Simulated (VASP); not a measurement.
Set up this calculation in VASP 6.6.1, as the native input.

```
Task                   : single point
Functional             : PBE
Potentials or basis    : VASP PAW PBE potentials, release 64 (Zn, O)
Cutoff                 : 520 eV
k mesh                 : 12 × 12 × 12
Occupations            : gaussian, width 0.02 eV
Spin                   : no spin polarisation
Dipole correction      : no
Further INCAR settings : ALGO = Normal; EDIFF = 1e-06; NBANDS = 16
```

The structure of ZnO lies in POSCAR:

```
ZnO
1.0
    0.0000000000      2.1206680987      2.1206680987
    2.1206680987      0.0000000000      2.1206680987
    2.1206680987      2.1206680987      0.0000000000
Zn O
1 1
Direct
    0.0000000000      0.0000000000      0.0000000000
    0.5000000000      0.5000000000      0.5000000000
```

This cell differs from its parent crystal: volume scaled by 0.94.

One way to write it, as run:

INCAR

```
SYSTEM = ZnO
PREC = Accurate
ENCUT = 520
EDIFF = 1E-6
ISMEAR = 0
SIGMA = 0.02
LREAL = .FALSE.
LASPH = .TRUE.
NELM = 60
ALGO = Normal
ISIF = 2
LWAVE = .FALSE.
LCHARG = .FALSE.
GGA = PE
NBANDS = 16
```

KPOINTS

```
regular mesh
0
G
  12 12 12
  0 0 0
```

Potentials or basis: VASP PAW PBE potentials, release 64 (Zn, O).

The run is started by

```bash
$ cat potpaw_PBE.64/Zn/POTCAR potpaw_PBE.64/O/POTCAR > POTCAR
$ mpirun -np 1 vasp_std > vasp.out
```

Results of the run:

The pressure is 13.1 GPa and the band gap on the k mesh is 1.00 eV, indirect (least direct gap 2.48 eV).

Wall time 6.7 s on 1 thread of Intel(R) Xeon(R) 6975P-C (Granite Rapids), on a shared host, peak memory 0.14 GiB.
